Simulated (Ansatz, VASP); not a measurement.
## In2Sb2Cl: VASP beside Ansatz

File INCAR:

```
SYSTEM = In2Sb2Cl
PREC = Accurate ; ENCUT = 520
EDIFF = 1E-7 ; ISMEAR = 0
SIGMA = 0.1 ; LREAL = .False.
LASPH = .True. ; NELM = 100
ALGO = Normal ; ISIF = 2
LWAVE = .False. ; LCHARG = .False.
LDIPOL = .True. ; IDIPOL = 3
DIPOL = 0.5 0.5 0.342 ; GGA = PE
IVDW = 12 ; NBANDS = 30
```

File KPOINTS:

```
Automatic mesh
0
Gamma
  6 6 1
  0 0 0
```

File POSCAR:

```
In2Sb2Cl
1.0
    4.6293886023      0.0000000000      0.0000000000
   -2.3146943012      4.0091681336      0.0000000000
    0.0000000000      0.0000000000     22.0151773295
Sb In Cl
2 2 1
Direct
    0.0000000000      0.0000000000      0.1816928358
    0.3333333333      0.6666666667      0.3609342971
    0.3333333333      0.6666666667      0.2246164052
    0.6666666667      0.3333333333      0.3958713209
    0.6666666667      0.5555555556      0.5457679105
```

Input for Ansatz:

```yaml
crystal:
  lattice:
    - [4.6293886023, 0.0, 0.0]
    - [-2.3146943012, 4.0091681336, 0.0]
    - [0.0, 0.0, 22.0151773295]
  atoms:
    - { symbol: Sb, position: [0.0, 0.0, 0.1816928358] }
    - { symbol: In, position: [0.3333333333, 0.6666666667, 0.2246164052] }
    - { symbol: Sb, position: [0.3333333333, 0.6666666667, 0.3609342971] }
    - { symbol: In, position: [0.6666666667, 0.3333333333, 0.3958713209] }
    - { symbol: Cl, position: [0.6666666667, 0.5555555556, 0.5457679105] }
basis:
  ecutwfc: 420
kpoints:
  mp_grid: { grid: [6, 6, 1] }
hamiltonian:
  xc: pbe
  pseudopotentials: { kind: paw, azcp: { folder: soft_1 } }
  dispersion: d3bj
scf:
  occupations: { method: gaussian, width: 0.1 }
output:
  forces: true
  eigenvalues: true
efield:
  axis: 3
  dipole_correction: true
  ramp_width: 0.04
```

Alike in both runs: task single point; functional PBE; dispersion D3(BJ); k mesh 6 × 6 × 1; occupations gaussian, width 0.1 eV; no spin polarisation.

|  | VASP | Ansatz |
| --- | --- | --- |
| version | VASP 6.6.1 | Ansatz 0.2.0 |
| potentials or method | VASP PAW PBE potentials, release 64 (Sb, In_d, Cl), cutoff 520 eV | scalar-relativistic, plane waves, PAW |
| valence electrons in the cell | 43 | 63 |

```tsv
	VASP	Ansatz	Ansatz less VASP
gap on the k mesh at the Fermi level (eV)	none	none	-
rms of the force components (eV/Å)	0.472	0.471	-0.0007
```

A gap of «none» marks a metal or a gap that the smearing closes. VASP's potentials hold 43 valence electrons a cell and Ansatz's 63, so a difference there can come from the potentials and not from the codes.

Neither program's run includes spin-orbit coupling.
